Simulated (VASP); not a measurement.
# GaF (Pm-3m) in VASP: further runs

GaF is run at these levels: r2SCAN-based global hybrid with 25 % exact exchange, r2SCAN-based global hybrid with 35 % exact exchange, r2SCAN-based global hybrid with 50 % exact exchange; tasks: single point.

Everything below comes from runs of VASP 6.6.1. Logs are shortened: lines on timing, memory, paths and dates and some standing lists are left out, and cuts for length are marked.

### Step 1. The cell of the first run

Symmetry: Pm-3m, No. 221, cubic system. Conventional cell: a = 3.166 Å, b = 3.166 Å, c = 3.166 Å, α = 90.00°, β = 90.00°, γ = 90.00°. Ga (site symmetry m-3m) has 8 F at 2.74 Å and 6 Ga at 3.17 Å within 3.6 Å. F (site symmetry m-3m) has 8 Ga at 2.74 Å and 6 F at 3.17 Å within 3.6 Å.

### Step 2. Single point, r2SCAN-based global hybrid with 25 % exact exchange

POSCAR

```
GaF
1.0
    3.1659200000      0.0000000000      0.0000000000
    0.0000000000      3.1659200000      0.0000000000
    0.0000000000      0.0000000000      3.1659200000
Ga F
1 1
Direct
    0.0000000000      0.0000000000      0.0000000000
    0.5000000000      0.5000000000      0.5000000000
```

INCAR.step1

```
SYSTEM = GaF
  PREC = Accurate
  ENCUT = 520
  EDIFF = 1E-5
  ISMEAR = -1
  SIGMA = 0.05
  LREAL = .False.
  LASPH = .True.
  NELM = 100
  ALGO = Normal
  ISIF = 2
  LWAVE = .True.
  LCHARG = .False.
  GGA = PE
  NBANDS = 17
```

INCAR.step2

```
SYSTEM = GaF
  PREC = Accurate
  ENCUT = 520
  EDIFF = 1E-6
  ISMEAR = -1
  SIGMA = 0.05
  LREAL = .False.
  LASPH = .True.
  NELM = 100
  ALGO = Normal
  ISIF = 2
  LWAVE = .False.
  LCHARG = .False.
  METAGGA = R2SCAN
  LHFCALC = .True.
  AEXX = 0.25
  LMIXTAU = .True.
  PRECFOCK = Normal
  ISTART = 1
  NBANDS = 17
```

KPOINTS

```
Automatic mesh
0
Gamma
  5 5 5
  0 0 0
```

Potentials or basis: VASP PAW PBE potentials, release 64 (Ga_d, F).

On the command line:

```console
$ cat potpaw_PBE.64/Ga_d/POTCAR potpaw_PBE.64/F/POTCAR > POTCAR
$ cp INCAR.step1 INCAR
$ mpirun -np 1 vasp_std > vasp.out
$ cp INCAR.step2 INCAR
$ mpirun -np 1 vasp_std > vasp.out
```

OUTCAR:

```text
SYSTEM = GaF
   PREC = Accurate
   ENCUT = 520
   EDIFF = 1E-6
   ISMEAR = -1
   LREAL = .False.
   LASPH = .True.
   NELM = 100
   ISIF = 2
   METAGGA = R2SCAN
   LHFCALC = .True.
   AEXX = 0.25
   PRECFOCK = Normal
   ISTART = 1

 ion  position               nearest neighbor table
   1  0.000  0.000  0.000-
   2  0.500  0.500  0.500-

  LATTYP: Found a simple cubic cell.
 ALAT       =     3.1659200000

  Lattice vectors:

 A1 = (   3.1659200000,   0.0000000000,   0.0000000000)
 A2 = (   0.0000000000,   3.1659200000,   0.0000000000)
 A3 = (   0.0000000000,   0.0000000000,   3.1659200000)

Analysis of symmetry for initial positions (statically):
=====================================================================
 Subroutine PRICEL returns:
 Original cell was already a primitive cell.

 Routine SETGRP: Setting up the symmetry group for a
 simple cubic supercell.

 Subroutine GETGRP returns: Found 48 space group operations
 (whereof 48 operations were pure point group operations)
 out of a pool of 48 trial point group operations.

The static configuration has the point symmetry O_h .

Analysis of symmetry for dynamics (positions and initial velocities):
=====================================================================
 Subroutine PRICEL returns:
 Original cell was already a primitive cell.

 Routine SETGRP: Setting up the symmetry group for a
 simple cubic supercell.

 Subroutine GETGRP returns: Found 48 space group operations
 (whereof 48 operations were pure point group operations)
 out of a pool of 48 trial point group operations.

The dynamic configuration has the point symmetry O_h .

 Subroutine INISYM returns: Found 48 space group operations
 (whereof 48 operations are pure point group operations),
 and found     1 'primitive' translations

----------------------------------------------------------------------------------------

                                     Primitive cell

  volume of cell :      31.7322

  direct lattice vectors                    reciprocal lattice vectors
     3.165920000  0.000000000  0.000000000     0.315863951  0.000000000  0.000000000
     0.000000000  3.165920000  0.000000000     0.000000000  0.315863951  0.000000000
     0.000000000  0.000000000  3.165920000     0.000000000  0.000000000  0.315863951

  length of vectors
     3.165920000  3.165920000  3.165920000     0.315863951  0.315863951  0.315863951

  position of ions in fractional coordinates (direct lattice)
     0.000000000  0.000000000  0.000000000
     0.500000000  0.500000000  0.500000000

  ion indices of the primitive-cell ions
   primitive index   ion index
                 1           1
                 2           2

----------------------------------------------------------------------------------------

 KPOINTS: Automatic mesh

Automatic generation of k-mesh.
 Grid dimensions read from file:
 generate k-points for:    5    5    5

 Generating k-lattice:

  Cartesian coordinates                     Fractional coordinates (reciprocal lattice)
     0.063172790  0.000000000  0.000000000     0.200000000  0.000000000  0.000000000
     0.000000000  0.063172790  0.000000000     0.000000000  0.200000000  0.000000000
     0.000000000  0.000000000  0.063172790     0.000000000  0.000000000  0.200000000

  Length of vectors
     0.063172790  0.063172790  0.063172790

  Shift w.r.t. Gamma in fractional coordinates (k-lattice)
     0.000000000  0.000000000  0.000000000

 Subroutine IBZKPT returns following result:
 ===========================================

 Found     10 irreducible k-points:

 Following reciprocal coordinates:
            Coordinates               Weight
  0.000000  0.000000  0.000000      1.000000
  0.200000  0.000000  0.000000      6.000000
  0.400000  0.000000  0.000000      6.000000
  0.200000  0.200000  0.000000     12.000000
  0.400000  0.200000  0.000000     24.000000
  0.400000  0.400000  0.000000     12.000000
  0.200000  0.200000  0.200000      8.000000
  0.400000  0.200000  0.200000     24.000000
  0.400000  0.400000  0.200000     24.000000
  0.400000  0.400000  0.400000      8.000000
   k-points           NKPTS =     10   k-points in BZ     NKDIM =    125   number of bands    NBANDS=     17
   number of dos      NEDOS =    301   number of ions     NIONS =      2
   total plane-waves  NPLWV =  13824
   dimension x,y,z NGX =    24 NGY =   24 NGZ =   24
   dimension x,y,z NGXF=    48 NGYF=   48 NGZF=   48
   ions per type =               1   1
   NGX,Y,Z   is equivalent  to a cutoff of  12.60, 12.60, 12.60 a.u.
   NGXF,Y,Z  is equivalent  to a cutoff of  25.21, 25.21, 25.21 a.u.
 SYSTEM =  GaF
   PREC   = accura    normal or accurate (medium, high low for compatibility)
   ISTART =      1    job   : 0-new  1-cont  2-samecut
   ICHARG =      0    charge: 1-file 2-atom 10-const
   ISPIN  =      1    spin polarized calculation?
   LNONCOLLINEAR =      F non collinear calculations
   LSORBIT =      F    spin-orbit coupling
   LASPH  =      T    aspherical Exc in radial PAW
   ENCUT  =  520.0 eV  38.22 Ry    6.18 a.u.   5.89  5.89  5.89*2*pi/ulx,y,z
   NELM   =    100;   NELMIN=  2; NELMDL=  0     # of ELM steps
   EDIFF  = 0.1E-05   stopping-criterion for ELM
   LREAL  =      F    real-space projection
   EDIFFG = 0.1E-04   stopping-criterion for IOM
   NSW    =      0    number of steps for IOM
   IBRION =     -1    ionic relax: 0-MD 1-quasi-New 2-CG
   NFREE  =      0    steps in history (QN), initial steepest desc. (CG)
   ISIF   =      2    stress and relaxation
   ISYM   =      3    0-nonsym 1-usesym 2-fastsym
   POTIM  = 0.5000    time-step for ionic-motion
   TEBEG  =    0.0;   TEEND  =   0.0 temperature during run
   PSTRESS=    0.0 pullay stress
   NELECT =      20.0000    total number of electrons
   NUPDOWN=      -1.0000    fix difference up-down
   EMIN   =  10.00;   EMAX   =-10.00  energy-range for DOS
   EFERMI =   0.00;   METHOD = LEGACY
   ISMEAR =    -1;   SIGMA  =   0.05  broadening in eV -4-tet -1-fermi 0-gaus
   EFERMI_NEDOS =   21; number of points for ismear=-14 and -15
   IALGO  =     38    algorithm
   IMIX   =      1    mixing-type and parameters
     AMIX     =   0.40;   BMIX     =  1.00
     AMIX_MAG =   1.60;   BMIX_MAG =  1.00
  volume/ion in A,a.u.               =      15.87       107.07
  Fermi-wavevector in a.u.,A,eV,Ry     =   1.403627  2.652469 26.805754  1.970167
  Thomas-Fermi vector in A             =   2.526269
   LORBIT       =      0    0 simple, 1 ext, 2 COOP (PROOUT), +10 PAW based schemes
   METAGGA = R2SCAN    functional components
   LHFCALC =     T    Hartree Fock is set to
   PRECFOCK=normal    Normal, Fast or Accurate (Low or Medium for compatibility)
   ENCUT4O =  -1.0   cutoff for four orbital integrals eV
   NKREDX  =     1    reduce k-point grid by
   NKREDY  =     1    reduce k-point grid by
   NKREDZ  =     1    reduce k-point grid by
   AEXX    =    0.2500 exact exchange contribution
   HFSCREEN=    0.0000 screening length (either q_TF or 0.3 A-1)
   HFSCREENC=   0.0000 screening length for correlation (either q_TF or 0.3 A-1)
   ENCUTFOCK=  -1.0 apply spherical cutoff to Coloumb kernel
   IVDW    =     0    specifies the selected vdW correction
   LEPSILON=     F    determine dielectric tensor
   LRPA    =     F    only Hartree local field effects (RPA)
 non-spin polarized calculation
  energy-cutoff  :      520.00
  volume of cell :       31.73
 maximum number of plane-waves:       867
 NGX is ok and might be reduce to    24
  NGX = 18; NGY = 18; NGZ = 18

 number of electron      19.9999980 magnetization

 Free energy of the ion-electron system (eV)
  ---------------------------------------------------
  ext. energy  EPLUGINS =         0.00000000
  ---------------------------------------------------
  free energy    TOTEN  =       -17.42974768 eV

  energy without entropy =      -17.42974768  energy(sigma->0) =      -17.42974768

 E-fermi :   1.8966     XC(G=0):  -8.3309

 val. band max:        0.6821040176   @ k =   0.4000   0.4000   0.4000
 cond. band min:       4.4487795894   @ k =   0.4000   0.0000   0.0000
 fundamental gap:      3.7666755718
 Fermi energy:         1.8966442879

 k-point     1 :       0.0000    0.0000    0.0000
  band No.  band energies     occupation
      1     -24.1772      2.00000
      2     -15.6777      2.00000
      3     -15.6777      2.00000
      4     -15.5269      2.00000
      5     -15.5269      2.00000
      6     -15.5269      2.00000
[... 9 lines left out ...]
     16      21.2004      0.00000
     17      27.2138      0.00000

 k-point     2 :       0.2000    0.0000    0.0000
  band No.  band energies     occupation
      1     -24.1276      2.00000
      2     -15.6749      2.00000
      3     -15.6374      2.00000
      4     -15.5426      2.00000
      5     -15.5426      2.00000
      6     -15.5257      2.00000
[... 9 lines left out ...]
     16      23.0633      0.00000
     17      23.2983      0.00000

 k-point     3 :       0.4000    0.0000    0.0000
  band No.  band energies     occupation
      1     -24.0453      2.00000
      2     -15.6703      2.00000
      3     -15.5739      2.00000
      4     -15.5677      2.00000
      5     -15.5677      2.00000
      6     -15.5237      2.00000
[... 9 lines left out ...]
     16      20.0970      0.00000
     17      22.1917      0.00000

 k-point     4 :       0.2000    0.2000    0.0000
  band No.  band energies     occupation
      1     -24.0823      2.00000
      2     -15.6542      2.00000
      3     -15.6133      2.00000
      4     -15.5548      2.00000
      5     -15.5422      2.00000
      6     -15.5388      2.00000
[... 9 lines left out ...]
     16      19.6887      0.00000
     17      23.0478      0.00000

 k-point     5 :       0.4000    0.2000    0.0000
  band No.  band energies     occupation
      1     -24.0080      2.00000
      2     -15.6438      2.00000
      3     -15.5744      2.00000
      4     -15.5644      2.00000
      5     -15.5524      2.00000
      6     -15.5372      2.00000
[... 9 lines left out ...]
     16      21.6144      0.00000
     17      22.0607      0.00000

 k-point     6 :       0.4000    0.4000    0.0000
  band No.  band energies     occupation
      1     -23.9468      2.00000
      2     -15.6194      2.00000
      3     -15.5847      2.00000
      4     -15.5595      2.00000
      5     -15.5583      2.00000
      6     -15.5001      2.00000
[... 9 lines left out ...]
     16      20.7664      0.00000
     17      21.5625      0.00000

 k-point     7 :       0.2000    0.2000    0.2000
  band No.  band energies     occupation
      1     -24.0402      2.00000
      2     -15.6110      2.00000
      3     -15.6110      2.00000
      4     -15.5566      2.00000
      5     -15.5566      2.00000
      6     -15.5491      2.00000
[... 9 lines left out ...]
     16      21.1321      0.00000
     17      21.1321      0.00000

 k-point     8 :       0.4000    0.2000    0.2000
  band No.  band energies     occupation
      1     -23.9714      2.00000
      2     -15.6068      2.00000
      3     -15.5855      2.00000
      4     -15.5673      2.00000
      5     -15.5540      2.00000
      6     -15.5405      2.00000
[... 9 lines left out ...]
     16      20.8946      0.00000
     17      21.9069      0.00000

 k-point     9 :       0.4000    0.4000    0.2000
  band No.  band energies     occupation
      1     -23.9108      2.00000
      2     -15.5987      2.00000
      3     -15.5807      2.00000
      4     -15.5753      2.00000
      5     -15.5719      2.00000
      6     -15.4988      2.00000
[... 9 lines left out ...]
     16      18.2458      0.00000
     17      24.0588      0.00000

 k-point    10 :       0.4000    0.4000    0.4000
  band No.  band energies     occupation
      1     -23.8518      2.00000
      2     -15.6162      2.00000
      3     -15.6162      2.00000
      4     -15.6049      2.00000
      5     -15.4969      2.00000
      6     -15.4969      2.00000
[... 9 lines left out ...]
     16      16.3246      0.00000
     17      26.0797      0.00000

------------------------ aborting loop because EDIFF is reached ----------------------------------------

  FORCE on cell =-STRESS in cart. coord.  units (eV):
  Direction    XX          YY          ZZ          XY          YZ          ZX
  --------------------------------------------------------------------------------------
  -------------------------------------------------------------------------------------
  Total       -0.3597558     -0.3597558     -0.3597558     -0.0000000     -0.0000000      0.0000000
  in kB      -18.1642951    -18.1642951    -18.1642951     -0.0000000     -0.0000000      0.0000000
  external PRESSURE =     -18.1642951 kB  Pullay stress =       0.0000000 kB

 VOLUME and BASIS-vectors are now :
 -----------------------------------------------------------------------------
  energy-cutoff  :      520.00
  volume of cell :       31.73
      direct lattice vectors                 reciprocal lattice vectors
     3.165920000  0.000000000  0.000000000     0.315863951  0.000000000  0.000000000
     0.000000000  3.165920000  0.000000000     0.000000000  0.315863951  0.000000000
     0.000000000  0.000000000  3.165920000     0.000000000  0.000000000  0.315863951

 POSITION                                       TOTAL-FORCE (eV/Angst)
 -----------------------------------------------------------------------------------
      0.00000      0.00000      0.00000         0.000000      0.000000      0.000000
      1.58296      1.58296      1.58296         0.000000      0.000000      0.000000
 -----------------------------------------------------------------------------------
    total drift:                               -0.000000     -0.000000      0.000000

  FREE ENERGIE OF THE ION-ELECTRON SYSTEM (eV)
  ---------------------------------------------------
  free  energy   TOTEN  =       -17.4297476759 eV

  energy  without entropy=      -17.4297476759  energy(sigma->0) =      -17.42974768
```

Wall time 18 min (1 thread of Intel Xeon 8259CL, shared host); peak memory 0.16 GiB.

Results:

- Free energy: -17.4297 eV
- Pressure: -1.8 GPa
- Band gap on the k mesh: 3.77 eV (least direct gap 4.69 eV)

Caveat: the PAW data sets were made with another functional, which shifts forces and pressure a little; an odd mesh through Γ misses points on the zone boundary, where band edges can lie.

[end of part 1 of 2]
